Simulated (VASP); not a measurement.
Write the native input for VASP 6.6.1 that does the following.

- Task: single point
- Functional: PBE
- Potentials or basis: VASP PAW PBE potentials, release 64 (Cr_pv)
- Cutoff: 520 eV
- k mesh: 10 × 10 × 1
- Occupations: fermi-dirac, width 0.08 eV
- Spin: collinear spin, ferromagnetic start
- Starting moments: [2.0, 2.0, 2.0, 2.0, 2.0] μB
- Dipole correction: yes
- Further INCAR settings: ALGO = Normal; EDIFF = 1e-06; NBANDS = 42

The structure of Cr lies in POSCAR:

```
Cr
1.0
    4.0283716202      0.0000000000      0.0000000000
   -2.0141858101      3.4886721590      0.0000000000
    0.0000000000      0.0000000000     19.2892000000
Cr
5
Direct
    0.8333333330      0.1666666670      0.4147411077
    0.1666666670      0.8333333330      0.4573705537
    0.5000000000      0.5000000000      0.5000000000
    0.8333333330      0.1666666670      0.5426294463
    0.1666666670      0.8333333330      0.5852588923
```

The input as run:

INCAR

```
SYSTEM = Cr
PREC = Accurate ; ENCUT = 520
EDIFF = 1E-6 ; ISMEAR = -1
SIGMA = 0.08 ; LREAL = .FALSE.
LASPH = .TRUE. ; NELM = 150
ALGO = Normal ; ISIF = 2
LWAVE = .FALSE. ; LCHARG = .FALSE.
ISPIN = 2 ; MAGMOM = 2 2 2 2 2
LORBIT = 11 ; LMAXMIX = 4
LDIPOL = .TRUE. ; IDIPOL = 3
DIPOL = 0.5 0.5 0.500 ; GGA = PE
NBANDS = 42
```

KPOINTS

```
regular mesh
0
G
  10 10 1
  0 0 0
```

Potentials or basis: VASP PAW PBE potentials, release 64 (Cr_pv).

The run is started by

```console
$ cat potpaw_PBE.64/Cr_pv/POTCAR > POTCAR
$ mpirun -np 1 vasp_std > vasp.out
```

It gave:

```json
{"Largest force": "0.682 eV/Å", "Net moment": "3.44 μB per cell", "Site moments": "Cr +2.78, -2.06, +1.65 μB", "Valence electrons inside the program's atomic spheres": "Cr 10.72, 10.97, 10.91"}
```

Run time: 12 min on 1 thread of Intel(R) Xeon(R) Platinum 8488C (Sapphire Rapids), with other jobs on the host, peak memory 0.57 GiB.
